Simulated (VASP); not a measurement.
# Be5Ir (P6/mmm) in VASP: further runs

Runs on Be5Ir. Level: PBE. Tasks: single point, relaxation of cell and atoms.

All numbers are computed with VASP 6.6.1; they aren't measurements. Logs are shortened: lines on timing, memory, paths and dates and some standing lists are left out, and cuts for length are marked.

## 1. The cell of the first run

It takes space group P6/mmm (No. 191, hexagonal). The conventional cell has a = 4.199 Å, b = 4.199 Å, c = 3.460 Å, α = 90.00°, β = 90.00°, γ = 120.00°. Be (site symmetry -6m2) has 9 Be at 2.11 to 2.42 Å and 3 Ir at 2.42 Å within 2.8 Å. Within 2.8 Å of Be (site symmetry mmm) lie 8 Be at 2.10 to 2.11 Å and 4 Ir at 2.72 Å. Ir (site symmetry 6/mmm) has 18 Be at 2.42 to 2.72 Å within 3.2 Å.

## 2. Single point, PBE

Contents of INCAR:

```
SYSTEM = Be5Ir
ALGO = Normal ; EDIFF = 1E-7
ENCUT = 520 ; GGA = PE
ISIF = 2 ; ISMEAR = 0
LASPH = .TRUE. ; LCHARG = .FALSE.
LREAL = .FALSE. ; LWAVE = .FALSE.
NBANDS = 18 ; NELM = 100
PREC = Accurate ; SIGMA = 0.1
```

Contents of KPOINTS:

```
k-points
0
G
  12 12 12
  0 0 0
```

Contents of POSCAR:

```
Be5Ir
1.0
    4.1988137121      0.0000000028      0.0000000000
   -2.0994068585      3.6362793390      0.0000000000
    0.0000000000      0.0000000000      3.4603857362
Be Ir
5 1
Direct
    0.3333333333      0.6666666667      0.0000000000
    0.6666666667      0.3333333333      0.0000000000
    0.5000000000      0.0000000000      0.5000000000
    0.5000000000      0.5000000000      0.5000000000
    0.0000000000      0.5000000000      0.5000000000
    0.0000000000      0.0000000000      0.0000000000
```

Potentials or basis: VASP PAW PBE potentials, release 64 (Be, Ir).

Command:

```
cat potpaw_PBE.64/Be/POTCAR potpaw_PBE.64/Ir/POTCAR > POTCAR
mpirun -np 1 vasp_std > vasp.out
```

OUTCAR:

```text
SYSTEM = Be5Ir
   EDIFF = 1E-7
   ENCUT = 520
   GGA = PE
   ISIF = 2
   ISMEAR = 0
   LASPH = .TRUE.
   LREAL = .FALSE.
   NELM = 100
   PREC = Accurate

 ion  position               nearest neighbor table
   1  0.333  0.667  0.000-   3 2.11   3 2.11   5 2.11   5 2.11   4 2.11   4 2.11   6 2.42   6 2.42
                             6 2.42
   2  0.667  0.333  0.000-   3 2.11   3 2.11   5 2.11   5 2.11   4 2.11   4 2.11   6 2.42   6 2.42
                             6 2.42
   3  0.500  0.000  0.500-   5 2.10   5 2.10   4 2.10   4 2.10   1 2.11   2 2.11   1 2.11   2 2.11
                             6 2.72   6 2.72   6 2.72   6 2.72
   4  0.500  0.500  0.500-   3 2.10   3 2.10   5 2.10   5 2.10   1 2.11   2 2.11   1 2.11   2 2.11
                             6 2.72   6 2.72   6 2.72   6 2.72
   5  0.000  0.500  0.500-   3 2.10   3 2.10   4 2.10   4 2.10   1 2.11   2 2.11   1 2.11   2 2.11
                             6 2.72   6 2.72   6 2.72   6 2.72
   6  0.000  0.000  0.000-   1 2.42   2 2.42   1 2.42   2 2.42   2 2.42   1 2.42   4 2.72   4 2.72
                             4 2.72   4 2.72   5 2.72   5 2.72   5 2.72   5 2.72   3 2.72   3 2.72

  LATTYP: Found a hexagonal cell.
 ALAT       =     4.1988137121
 C/A-ratio  =     0.8241341420

  Lattice vectors:

 A1 = (   4.1988137121,   0.0000000028,   0.0000000000)
 A2 = (  -2.0994068585,   3.6362793390,   0.0000000000)
 A3 = (   0.0000000000,   0.0000000000,   3.4603857362)

Analysis of symmetry for initial positions (statically):
=====================================================================
 Subroutine PRICEL returns:
 Original cell was already a primitive cell.

 Routine SETGRP: Setting up the symmetry group for a
 hexagonal supercell.

 Subroutine GETGRP returns: Found 24 space group operations
 (whereof 24 operations were pure point group operations)
 out of a pool of 24 trial point group operations.

The static configuration has the point symmetry D_6h.

Analysis of symmetry for dynamics (positions and initial velocities):
=====================================================================
 Subroutine PRICEL returns:
 Original cell was already a primitive cell.

 Routine SETGRP: Setting up the symmetry group for a
 hexagonal supercell.

 Subroutine GETGRP returns: Found 24 space group operations
 (whereof 24 operations were pure point group operations)
 out of a pool of 24 trial point group operations.

The dynamic configuration has the point symmetry D_6h.

 Subroutine INISYM returns: Found 24 space group operations
 (whereof 24 operations are pure point group operations),
 and found     1 'primitive' translations

----------------------------------------------------------------------------------------

                                     Primitive cell

  volume of cell :      52.8334

  direct lattice vectors                    reciprocal lattice vectors
     4.198813712  0.000000003  0.000000000     0.238162507  0.137503188  0.000000000
    -2.099406859  3.636279339  0.000000000    -0.000000000  0.275006375  0.000000000
     0.000000000  0.000000000  3.460385736     0.000000000  0.000000000  0.288985124

  length of vectors
     4.198813712  4.198813712  3.460385736     0.275006375  0.275006375  0.288985124

  position of ions in fractional coordinates (direct lattice)
     0.333333333  0.666666667  0.000000000
     0.666666667  0.333333333  0.000000000
     0.500000000  0.000000000  0.500000000
     0.500000000  0.500000000  0.500000000
     0.000000000  0.500000000  0.500000000
     0.000000000  0.000000000  0.000000000

  ion indices of the primitive-cell ions
   primitive index   ion index
                 1           1
                 2           2
                 3           3
                 4           4
                 5           5
                 6           6

----------------------------------------------------------------------------------------

 KPOINTS: k-points

Automatic generation of k-mesh.
 Grid dimensions read from file:
 generate k-points for:   12   12   12

 Generating k-lattice:

  Cartesian coordinates                     Fractional coordinates (reciprocal lattice)
     0.019846876  0.011458599  0.000000000     0.083333333 -0.000000000  0.000000000
    -0.000000000  0.022917198  0.000000000     0.000000000  0.083333333  0.000000000
     0.000000000  0.000000000  0.024082094     0.000000000  0.000000000  0.083333333

  Length of vectors
     0.022917198  0.022917198  0.024082094

  Shift w.r.t. Gamma in fractional coordinates (k-lattice)
     0.000000000  0.000000000  0.000000000

 Subroutine IBZKPT returns following result:
 ===========================================

 Found    133 irreducible k-points:

 Following reciprocal coordinates:
            Coordinates               Weight
  0.000000  0.000000  0.000000      1.000000
  0.083333 -0.000000  0.000000      6.000000
  0.166667  0.000000  0.000000      6.000000
  0.250000  0.000000  0.000000      6.000000
  0.333333 -0.000000  0.000000      6.000000
  0.416667 -0.000000  0.000000      6.000000
[... 16 lines left out ...]
  0.250000  0.000000  0.083333     12.000000
  0.333333 -0.000000  0.083333     12.000000
 [... further k-points ...]
   k-points           NKPTS =    133   k-points in BZ     NKDIM =    133   number of bands    NBANDS=     18
   number of dos      NEDOS =    301   number of ions     NIONS =      6
   total plane-waves  NPLWV =  28672
   dimension x,y,z NGX =    32 NGY =   32 NGZ =   28
   dimension x,y,z NGXF=    64 NGYF=   64 NGZF=   56
   ions per type =               5   1
   NGX,Y,Z   is equivalent  to a cutoff of  12.67, 12.67, 13.45 a.u.
   NGXF,Y,Z  is equivalent  to a cutoff of  25.34, 25.34, 26.90 a.u.
 SYSTEM =  Be5Ir
   PREC   = accura    normal or accurate (medium, high low for compatibility)
   ISTART =      0    job   : 0-new  1-cont  2-samecut
   ICHARG =      2    charge: 1-file 2-atom 10-const
   ISPIN  =      1    spin polarized calculation?
   LNONCOLLINEAR =      F non collinear calculations
   LSORBIT =      F    spin-orbit coupling
   LASPH  =      T    aspherical Exc in radial PAW
   ENCUT  =  520.0 eV  38.22 Ry    6.18 a.u.   7.81  7.81  6.43*2*pi/ulx,y,z
   NELM   =    100;   NELMIN=  2; NELMDL= -5     # of ELM steps
   EDIFF  = 0.1E-06   stopping-criterion for ELM
   LREAL  =      F    real-space projection
   EDIFFG = 0.1E-05   stopping-criterion for IOM
   NSW    =      0    number of steps for IOM
   IBRION =     -1    ionic relax: 0-MD 1-quasi-New 2-CG
   NFREE  =      0    steps in history (QN), initial steepest desc. (CG)
   ISIF   =      2    stress and relaxation
   ISYM   =      2    0-nonsym 1-usesym 2-fastsym
   POTIM  = 0.5000    time-step for ionic-motion
   TEBEG  =    0.0;   TEEND  =   0.0 temperature during run
   PSTRESS=    0.0 pullay stress
   NELECT =      19.0000    total number of electrons
   NUPDOWN=      -1.0000    fix difference up-down
   EMIN   =  10.00;   EMAX   =-10.00  energy-range for DOS
   EFERMI =   0.00;   METHOD = LEGACY
   ISMEAR =     0;   SIGMA  =   0.10  broadening in eV -4-tet -1-fermi 0-gaus
   EFERMI_NEDOS =   21; number of points for ismear=-14 and -15
   IALGO  =     38    algorithm
   IMIX   =      4    mixing-type and parameters
     AMIX     =   0.40;   BMIX     =  1.00
     AMIX_MAG =   1.60;   BMIX_MAG =  1.00
  volume/ion in A,a.u.               =       8.81        59.42
  Fermi-wavevector in a.u.,A,eV,Ry     =   1.164188  2.199997 18.440445  1.355334
  Thomas-Fermi vector in A             =   2.300729
   LORBIT       =      0    0 simple, 1 ext, 2 COOP (PROOUT), +10 PAW based schemes
   GGA     = PE    functional components
   LHFCALC =     F    Hartree Fock is set to
   AEXX    =    0.0000 exact exchange contribution
   IVDW    =     0    specifies the selected vdW correction
   LEPSILON=     F    determine dielectric tensor
   LRPA    =     F    only Hartree local field effects (RPA)
 non-spin polarized calculation
 Gauss-broadening in eV      SIGMA  =   0.10
  energy-cutoff  :      520.00
  volume of cell :       52.83
 maximum number of plane-waves:      1444
 NGX is ok and might be reduce to    32
   NGX = 15   NGY = 15   NGZ = 13

 number of electron      18.9999999 magnetization

 Free energy of the ion-electron system (eV)
  ---------------------------------------------------
  ext. energy  EPLUGINS =         0.00000000
  ---------------------------------------------------
  free energy    TOTEN  =       -29.20744388 eV

  energy without entropy =      -29.20055306  energy(sigma->0) =      -29.20399847

 E-fermi :   7.2638     XC(G=0): -11.5431

 val. band max:        7.2359729241   @ k =   0.1667   0.0833   0.4167
 cond. band min:       7.2644456717   @ k =   0.1667   0.0833   0.2500
 fundamental gap:      0.0284727476
 Fermi energy:         7.2637861974

 k-point     1 :       0.0000    0.0000    0.0000
  band No.  band energies     occupation
      1      -3.3916      2.00000
      2       2.2712      2.00000
      3       2.2712      2.00000
      4       3.5656      2.00000
      5       3.6029      2.00000
      6       4.5030      2.00000
[... 10 lines left out ...]
     17      15.3625      0.00000
     18      16.7201      0.00000

 k-point     2 :       0.0833   -0.0000    0.0000
  band No.  band energies     occupation
      1      -3.3209      2.00000
      2       1.9901      2.00000
      3       2.3264      2.00000
      4       3.5810      2.00000
      5       3.9070      2.00000
      6       4.3378      2.00000
[... 10 lines left out ...]
     17      15.2300      0.00000
     18      16.6758      0.00000

 k-point     3 :       0.1667    0.0000    0.0000
  band No.  band energies     occupation
      1      -3.1107      2.00000
      2       1.4761      2.00000
      3       2.4893      2.00000
      4       3.4781      2.00000
      5       4.0648      2.00000
      6       4.5794      2.00000
[... 10 lines left out ...]
     17      16.2536      0.00000
     18      16.4880      0.00000

 k-point     4 :       0.2500    0.0000    0.0000
  band No.  band energies     occupation
      1      -2.7666      2.00000
      2       0.9195      2.00000
      3       2.7517      2.00000
      4       3.1819      2.00000
      5       3.8352      2.00000
      6       4.4965      2.00000
[... 10 lines left out ...]
     17      16.0734      0.00000
     18      17.1245      0.00000

 k-point     5 :       0.3333   -0.0000    0.0000
  band No.  band energies     occupation
      1      -2.3001      2.00000
      2       0.3210      2.00000
      3       2.7291      2.00000
      4       3.0975      2.00000
      5       3.6750      2.00000
      6       4.2853      2.00000
[... 10 lines left out ...]
     17      15.4794      0.00000
     18      16.9505      0.00000

 k-point     6 :       0.4167   -0.0000    0.0000
  band No.  band energies     occupation
      1      -1.7364      2.00000
      2      -0.3255      2.00000
      3       2.3776      2.00000
      4       3.4907      2.00000
      5       3.5832      2.00000
      6       4.2279      2.00000
[... 307 lines left out ...]
 k-point    21 :       0.0833   -0.0000    0.0833
  band No.  band energies     occupation
      1      -3.2498      2.00000
      2       2.0120      2.00000
      3       2.3382      2.00000
      4       3.3004      2.00000
      5       3.8892      2.00000
      6       4.3066      2.00000
[... 10 lines left out ...]
     17      15.2559      0.00000
     18      16.5286      0.00000

 k-point    22 :       0.1667    0.0000    0.0833
  band No.  band energies     occupation
      1      -3.0402      2.00000
      2       1.5093      2.00000
      3       2.5024      2.00000
      4       3.3063      2.00000
      5       3.8379      2.00000
      6       4.5194      2.00000
[... 10 lines left out ...]
     17      15.8679      0.00000
     18      16.5832      0.00000

 k-point    23 :       0.2500    0.0000    0.0833
  band No.  band energies     occupation
      1      -2.6972      2.00000
      2       0.9583      2.00000
      3       2.7657      2.00000
      4       3.2318      2.00000
      5       3.4172      2.00000
      6       4.8243      2.00000
[... 10 lines left out ...]
     17      16.4770      0.00000
     18      16.6147      0.00000

 k-point    24 :       0.3333   -0.0000    0.0833
  band No.  band energies     occupation
      1      -2.2324      2.00000
      2       0.3626      2.00000
      3       2.7955      2.00000
      4       3.1088      2.00000
      5       3.3899      2.00000
      6       4.4600      2.00000
[... 10 lines left out ...]
     17      16.0710      0.00000
     18      16.8097      0.00000

 [... further k-points ...]
[... 5 lines left out ...]
  --------------------------------------------------------------------------------------
  -------------------------------------------------------------------------------------
  Total        0.0570173      0.0570173      0.0737413     -0.0000000     -0.0000000     -0.0000000
  in kB        1.7290545      1.7290545      2.2362132     -0.0000000     -0.0000000     -0.0000000
  external PRESSURE =       1.8981074 kB  Pullay stress =       0.0000000 kB

 VOLUME and BASIS-vectors are now :
 -----------------------------------------------------------------------------
  energy-cutoff  :      520.00
  volume of cell :       52.83
      direct lattice vectors                 reciprocal lattice vectors
     4.198813712  0.000000003  0.000000000     0.238162507  0.137503188  0.000000000
    -2.099406859  3.636279339  0.000000000    -0.000000000  0.275006375  0.000000000
     0.000000000  0.000000000  3.460385736     0.000000000  0.000000000  0.288985124

 POSITION                                       TOTAL-FORCE (eV/Angst)
 -----------------------------------------------------------------------------------
     -0.00000      2.42419      0.00000        -0.000000      0.000000      0.000000
      2.09941      1.21209      0.00000         0.000000     -0.000000      0.000000
      2.09941      0.00000      1.73019         0.000000      0.000000      0.000000
      1.04970      1.81814      1.73019         0.000000      0.000000      0.000000
     -1.04970      1.81814      1.73019         0.000000      0.000000      0.000000
      0.00000      0.00000      0.00000         0.000000      0.000000      0.000000
 -----------------------------------------------------------------------------------
    total drift:                                0.000000     -0.000000      0.000000

  FREE ENERGIE OF THE ION-ELECTRON SYSTEM (eV)
  ---------------------------------------------------
  free  energy   TOTEN  =       -29.2074438767 eV

  energy  without entropy=      -29.2005530634  energy(sigma->0) =      -29.20399847
```

Run time: 95 s. Hardware: 1 thread of Oxide Virtual Turin-like, shared host; peak memory 0.23 GiB.

What came out:

* Free energy: -29.2074 eV
* Pressure: 0.2 GPa

Levels at points of the mesh, in eV from the Fermi level:
| k point | band 6 | band 7 | band 8 | band 9 | band 10 | band 11 | band 12 | band 13 | band 14 | band 15 |
| --- | --- | --- | --- | --- | --- | --- | --- | --- | --- | --- |
| (0.00, 0.00, 0.00) | -2.76 | -1.81 | -1.81 | -1.22 | -1.22 | 3.31 | 4.10 | 4.10 | 5.75 | 6.72 |
| (0.50, 0.00, 0.00) | -3.05 | -2.90 | -2.08 | -0.46 | 0.61 | 2.19 | 3.02 | 5.21 | 6.86 | 7.38 |
| (0.00, 0.00, 0.50) | -3.88 | -3.66 | -0.49 | 3.50 | 3.50 | 4.17 | 4.17 | 4.34 | 4.59 | 4.59 |
| (0.50, 0.00, 0.50) | -2.80 | -2.55 | -2.15 | -2.02 | -0.24 | -0.20 | 4.67 | 4.92 | 6.64 | 8.97 |

Caveat: spin-orbit coupling is left out, which moves the levels of the heavy elements.

## 3. Relaxation of cell and atoms, PBE

This run uses another cell than the first one, of 8.97 Å³/atom, 1.018 times its volume.

Contents of INCAR:

```
SYSTEM = Be5Ir
ALGO = Fast
EDIFF = 1E-6
EDIFFG = -0.01
ENCUT = 600
GGA = PE
IBRION = 2
ISIF = 3
ISMEAR = 0
LASPH = .TRUE.
LCHARG = .FALSE.
LREAL = .FALSE.
LWAVE = .FALSE.
NELM = 100
NSW = 100
PREC = Accurate
SIGMA = 0.1
```

KPOINTS is that of step 2.

Contents of POSCAR:

```
Be5Ir
1.0
    4.2540368700      0.0000000000      0.0000000000
   -2.1270184400      3.6841040000      0.0000000000
    0.0000000000      0.0000000000      3.4326872100
Be Ir
5 1
Direct
    0.3333333300      0.6666666700      0.0000000000
    0.6666666700      0.3333333300      0.0000000000
    0.5000000000      0.0000000000      0.5000000000
    0.5000000000      0.5000000000      0.5000000000
    0.0000000000      0.5000000000      0.5000000000
    0.0000000000      0.0000000000      0.0000000000
```

Potentials or basis: VASP PAW PBE potentials, release 64 (Be, Ir).

Command:

```
cat potpaw_PBE.64/Be/POTCAR potpaw_PBE.64/Ir/POTCAR > POTCAR
mpirun -np 1 vasp_std > vasp.out
```

Wall time 5.9 min (1 thread of Oxide Virtual Turin-like, shared host); peak memory 0.25 GiB.

It converged, with:

- Free energy: -29.2077 eV
- Relaxed volume: 8.82 Å³/atom
- Relaxed cell: a = 4.200 Å, b = 4.200 Å, c = 3.463 Å, α = 90.00°, β = 90.00°, γ = 120.00°
- Space group after relaxing (to 0.05 Å): P6/mmm (No. 191)
- Energy gained by relaxing: 4.0 meV/atom
- Ionic steps: 5
- Pressure after relaxing: 0.0 GPa

The path:
```
step  energy change (eV)  largest force (eV/Å)  pressure (GPa)  volume (Å³)
   1              0.0000                0.0000           -3.18        53.80
   2             -0.0211                0.0000            1.39        52.42
   3             -0.0216                0.0000            0.75        52.60
   4             -0.0236                0.0000            0.23        52.82
   5             -0.0238                0.0000            0.02        52.90
```

Final structure:
```
CELL_PARAMETERS angstrom
4.19960 0.00000 0.00000
-2.09980 3.63696 0.00000
0.00000 0.00000 3.46328
ATOMIC_POSITIONS crystal
Be 0.33333 0.66667 0.00000
Be 0.66667 0.33333 0.00000
Be 0.50000 0.00000 0.50000
Be 0.50000 0.50000 0.50000
Be 0.00000 0.50000 0.50000
Ir 0.00000 0.00000 0.00000
```

Levels at points of the mesh, in eV from the Fermi level:
```tsv
k point	band 7	band 8	band 9	band 10	band 11	band 12	band 13
(0.00, 0.00, 0.00)	-1.81	-1.81	-1.22	-1.22	3.30	4.09	4.09
(0.50, 0.00, 0.00)	-2.89	-2.07	-0.46	0.60	2.19	3.02	5.21
(0.00, 0.00, 0.50)	-3.66	-0.49	3.50	3.50	4.17	4.17	4.34
(0.50, 0.00, 0.50)	-2.55	-2.14	-2.02	-0.24	-0.20	4.67	4.92
```

Caveat: spin-orbit coupling is left out, which moves the levels of the heavy elements.
